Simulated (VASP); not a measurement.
The system is BaBe.

```
Ba Be
1.0
     4.46116    0.00000    0.00000
    -2.23058    3.86348    0.00000
     0.00000    0.00000    3.91253
Ba Be
1 1
Cartesian
  0.0000 2.5757 0.0000
  2.2306 1.2878 1.9563
```

```yaml
Program: VASP 6.6.1
Task: relaxation of cell and atoms
Functional: PBEsol
Potentials_or_basis: VASP PAW PBE potentials, release 64 (Ba_sv, Be)
Cutoff: 600 eV
k_mesh: 12 × 12 × 12
Occupations: gaussian, width 0.1 eV
Spin: no spin polarisation
```

At the start: pressure 0.5 GPa; volume 33.72 Å³/atom.

Task: Where does the relaxation end?

Result: Over 6 steps the energy falls by 3.2 meV/atom and the volume is 34.50 Å³/atom (+2.3 %); space group P-6m2 (No. 187, to 0.1 Å) before and after.

The path:
```
step  energy change (eV)  largest force (eV/Å)  pressure (GPa)  volume (Å³)
   1              0.0000                0.0000            0.49        67.43
   2             -0.0039                0.0000            0.18        68.44
   3             -0.0053                0.0000           -0.19        69.72
   4             -0.0053                0.0000           -0.15        69.56
   5             -0.0060                0.0000           -0.09        69.35
   6             -0.0065                0.0000            0.00        69.00
```

Final structure:
```
Ba Be
1.0
     4.44432    0.00000    0.00000
    -2.22216    3.84890    0.00000
     0.00000    0.00000    4.03400
Ba Be
1 1
Direct
  0.33333 0.66667 0.00000
  0.66667 0.33333 0.50000
```

Caveat: the PAW data sets were made with another functional, which shifts forces and pressure a little.
